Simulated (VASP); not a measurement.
The system is CsSnI3.

```
CELL_PARAMETERS angstrom
6.24140 0.00000 0.00000
0.00000 6.24140 0.00000
0.00000 0.00000 6.24140
ATOMIC_POSITIONS crystal
Cs 0.00000 0.00000 0.00000
Sn 0.50000 0.50000 0.50000
I 0.00000 0.50000 0.50000
I 0.50000 0.00000 0.50000
I 0.50000 0.50000 0.00000
```

Base run:

```yaml
Program: VASP 6.6.1
Functional: PBE
Potentials_or_basis: VASP PAW PBE potentials, release 64 (Cs_sv, Sn_d, I)
Cutoff: 520 eV
k_mesh: 4 × 4 × 4
Occupations: gaussian, width 0.01 eV
Spin: no spin polarisation
```

Its results: band gap on the k mesh 0.38 eV, direct; pressure 0.5 GPa.

**Question.** The run is repeated on the same cell with these changes: functional from PBE to r2SCAN; further incar settings from ALGO = Normal; EDIFF = 1e-06; NBANDS = 30 to ALGO = Normal; EDIFF = 1e-07; NBANDS = 30. What comes out?

**Answer.** Band gap on the k mesh 0.50 eV, direct; pressure 0.0 GPa.

Caveats: spin-orbit coupling is left out, which moves the levels of the heavy elements; the PAW data sets were made with another functional, which shifts forces and pressure a little (some runs).

A k mesh can miss the band edges.
